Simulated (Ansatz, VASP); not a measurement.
# One calculation of ZrC, two programs

```xyz
2
Lattice="0.0000 2.3208 2.3208 2.3208 0.0000 2.3208 2.3208 2.3208 0.0000" Properties=species:S:1:pos:R:3 pbc="T T T"
Zr    2.3208    2.3208    2.3208
C     0.0000    0.0000    0.0000
```

Alike in both runs: functional LDA; k mesh 8 × 8 × 8; occupations gaussian, width 0.1 eV; no spin polarisation.

Ansatz relaxed the structure, and its values are those at the end. VASP's run is a single point on that final structure, the one shown.

|  | VASP | Ansatz |
| --- | --- | --- |
| version | VASP 6.6.1 | Ansatz 0.2.0 |
| potentials or method | VASP PAW LDA potentials, release 64 (Zr_sv, C), cutoff 520 eV | scalar-relativistic, plane waves, PAW |
| valence electrons in the cell | 16 | 16 |

```tsv
	VASP	Ansatz	Ansatz less VASP
gap on the k mesh at the Fermi level (eV)	none	none	-
pressure (GPa)	0.6	0.0	-0.66
```

LDA's correlation is that of Perdew and Zunger in VASP and of Perdew and Wang (1992) in Ansatz. A gap of «none» marks a metal or a gap that the smearing closes.
